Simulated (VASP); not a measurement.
Write the native input for VASP 6.6.1 that does the following.

* Task: relaxation of cell and atoms
* Functional: LDA
* Potentials or basis: VASP PAW PBE potentials, release 64 (Lu)
* Cutoff: 600 eV
* k mesh: 5 × 5 × 5
* Occupations: fermi-dirac, width 0.05 eV
* Spin: no spin polarisation
* Dipole correction: no
* Further INCAR settings: ALGO = Normal; EDIFF = 1e-07; IBRION = 2; EDIFFG = -0.01; NSW = 80; ISIF = 3

The structure of Lu lies in POSCAR:

```
Lu
1.0
    4.6682757507      0.0000000000      0.0000000000
    0.0000000000      4.6682757507      0.0000000000
    0.0000000000      0.0000000000      4.6682757507
Lu
4
Direct
    0.0000000000      0.0000000000      0.0000000000
    0.0000000000      0.5000000000      0.5000000000
    0.5000000000      0.0000000000      0.5000000000
    0.5000000000      0.5000000000      0.0000000000
```

This isn't the form of Lu at room conditions, which is hcp.

The input as run:

INCAR

```
SYSTEM = Lu
PREC = Accurate
ENCUT = 600
EDIFF = 1E-7
ISMEAR = -1
SIGMA = 0.05
LREAL = .False.
LASPH = .True.
NELM = 100
ALGO = Normal
ISIF = 3
LWAVE = .False.
LCHARG = .False.
GGA = CA
IBRION = 2
NSW = 80
EDIFFG = -0.01
```

KPOINTS

```
Automatic mesh
0
Gamma
  5 5 5
  0 0 0
```

Potentials or basis: VASP PAW PBE potentials, release 64 (Lu).

Command:

```bash
$ cat potpaw_PBE.64/Lu/POTCAR > POTCAR
$ mpirun -np 1 vasp_std > vasp.out
```

It gave:

* Relaxed volume: 25.59 Å³/atom
* Relaxed cell: a = 4.678 Å, b = 4.678 Å, c = 4.678 Å, α = 90.00°, β = 90.00°, γ = 90.00°
* Space group after relaxing (to 0.1 Å): Fm-3m (No. 225)
* Energy gained by relaxing: 0.2 meV/atom
* Ionic steps: 3
* Pressure after relaxing: 0.0 GPa
* Band gap on the k mesh: zero (bands 50 and 51 overlap by 1.70 eV)

Caveat: the PAW data sets were made with another functional, which shifts forces and pressure a little; spin-orbit coupling is left out, which moves the levels of the heavy elements.

Run time: 5.5 min on 1 thread of Intel Xeon 8259CL, on a shared host, peak memory 0.23 GiB.
